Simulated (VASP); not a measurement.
Hf: single point with PBE

Hf:

```
CELL_PARAMETERS angstrom
0.00000 1.97422 1.97422
1.97422 0.00000 1.97422
1.97422 1.97422 0.00000
ATOMIC_POSITIONS crystal
Hf 0.00000 0.00000 0.00000
```

```
Program                : VASP 6.6.1
Task                   : single point
Functional             : PBE
Potentials or basis    : VASP PAW PBE potentials, release 64 (Hf_pv)
Cutoff                 : 520 eV
k mesh                 : 17 × 17 × 17
Occupations            : fermi-dirac, width 0.05 eV
Spin                   : no spin polarisation
Dipole correction      : no
Further INCAR settings : ALGO = Normal; EDIFF = 1e-06; NBANDS = 11
```

```yaml
Pressure: 72.9 GPa
Band_gap_on_the_k_mesh: zero (band 5 reaches 9.08 eV, above the bottom of band 6 at 7.01 eV)
```

Levels at points of the mesh, in eV from the Fermi level:
| k point | band 3 | band 4 | band 5 | band 6 | band 7 | band 8 |
| --- | --- | --- | --- | --- | --- | --- |
| (0.00, 0.00, 0.00) | -28.70 | -8.28 | 1.34 | 1.34 | 1.34 | 5.75 |

Run time: 17 s on 1 thread of Intel Xeon 6975P-C, with other jobs on the host, peak memory 0.16 GiB.

Caveat: spin-orbit coupling is left out, which moves the levels of the heavy elements.
